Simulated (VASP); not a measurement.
Crystal: Li2SiN3.

```xyz
6
Lattice="2.3602 1.3627 3.4470 -2.3602 1.3627 3.4470 0.0000 -2.7253 3.4470" Properties=species:S:1:pos:R:3 pbc="T T T"
Li    0.0000    0.0000    6.4910
Li    0.0000    0.0000    3.8501
Si    0.0000    0.0000    0.0000
N    -1.1801    0.6813    1.7235
N     1.1801    0.6813    1.7235
N     0.0000   -1.3627    1.7235
```

The cell was generated, and may not be a known phase.

Base run:

| Item | Value |
| --- | --- |
| Program | VASP 6.6.1 |
| Functional | PBE |
| Potentials or basis | VASP PAW PBE potentials, release 64 (Li_sv, Si, N) |
| Cutoff | 520 eV |
| k mesh | 6 × 6 × 6 |
| Occupations | gaussian, width 0.1 eV |
| Spin | no spin polarisation |

Its results: largest force 0.074 eV/Å.

The run is repeated on the same cell with these changes: spin from no spin polarisation to collinear spin, ferromagnetic start; further incar settings from ALGO = Normal; EDIFF = 1e-06; NBANDS = 22 to ALGO = Normal; EDIFF = 1e-06; NBANDS = 26. What comes out?

Net moment 0.73 μB per cell; site moments Li -0.00; Si +0.00; N +0.18 μB; largest force 0.081 eV/Å.

Caveats: an odd number of electrons without spin polarisation forces a metal (at least some runs); a magnetic or distorted state may lie lower (at least some runs); a moment this small can come from the mesh or the smearing (at least some runs).
